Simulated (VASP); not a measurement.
A run of VASP 6.6.1:

INCAR

```
SYSTEM = BN
  ALGO = Normal
  EDIFF = 1E-6
  ENCUT = 600
  GGA = PE
  GGA_COMPAT = .FALSE.
  ISIF = 2
  ISMEAR = -1
  LASPH = .TRUE.
  LCHARG = .FALSE.
  LREAL = .FALSE.
  LWAVE = .FALSE.
  NBANDS = 16
  NELM = 120
  PREC = Accurate
  SIGMA = 0.02
```

KPOINTS

```
k-points
0
G
  12 12 4
  0 0 0
```

Contents of POSCAR:

```
BN
1.0
    2.5008383104      0.0000000000      0.0000000000
   -1.2504191552      2.1657895075      0.0000000000
    0.0000000000      0.0000000000      6.8931205922
B N
2 2
Direct
    0.3333333333      0.6666666667      0.2500000000
    0.6666666667      0.3333333333      0.7500000000
    0.6666666667      0.3333333333      0.2500000000
    0.3333333333      0.6666666667      0.7500000000
```

Potentials or basis: VASP PAW PBE potentials, release 64 (B, N).

The run is started by

```console
$ cat potpaw_PBE.64/B/POTCAR potpaw_PBE.64/N/POTCAR > POTCAR
$ mpirun -np 1 vasp_std > vasp.out
```

Hardware: 1 thread of Intel Xeon 8259CL, with other jobs on the host.

Task: How long does it take, and how much memory?

Result: Run time: 74 s on 1 thread of Intel Xeon 8259CL, with other jobs on the host, peak memory 0.17 GiB. Counts: scf iterations 13, k points 57.
